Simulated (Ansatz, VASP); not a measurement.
## Two plane-wave programs on MnO2

```
Mn O
1.0
     2.85658    0.00000    0.00000
    -1.42829    2.47387    0.00000
     0.00000    0.00000    4.60137
Mn O
1 2
Direct
  0.00000 0.00000 0.50000
  0.66667 0.33333 0.29371
  0.33333 0.66667 0.70629
```

Alike in both runs: task single point; functional LDA; k mesh 11 × 11 × 6; occupations fermi-dirac, width 0.03 eV; collinear spin; Hubbard terms Mn d U = 1.5 eV.

```csv
,VASP,Ansatz
version,VASP 6.6.1,Ansatz 0.2.0
potentials or method,"VASP PAW LDA potentials, release 64 (Mn_pv, O)","PAW with Ansatz's default frozen-core files, scalar-relativistic"
plane-wave cutoff (eV),520,420
valence electrons in the cell,25,27
```

VASP gave:

- gap on the k mesh at the Fermi level (eV): 1.16
- pressure (GPa): -6.1
- traceless stress, the component that is largest in VASP (GPa): 1.36
- rms of the force components (eV/Å): 0.175
- net moment per atom (μB): 1.00
- size of the moment on the site where the two differ most (μB): 2.90

Question: Which values does Ansatz return?

Answer: gap on the k mesh at the Fermi level (eV): 1.27; pressure (GPa): -7.1; traceless stress, the component that is largest in VASP (GPa): 1.57; rms of the force components (eV/Å): 0.225; net moment per atom (μB): 1.00; size of the moment on the site where the two differ most (μB): 2.57.

LDA's correlation is that of Perdew and Zunger in VASP and of Perdew and Wang (1992) in Ansatz. Site moments also hang on the region over which each program counts them. The programs project onto different local orbitals, so the same U acts differently, and such runs can settle in different states. Atom by atom the forces differ by 0.050 eV/Å (rms over components). VASP's potentials hold 25 valence electrons a cell and Ansatz's 27, so a difference there can come from the potentials and not from the codes.
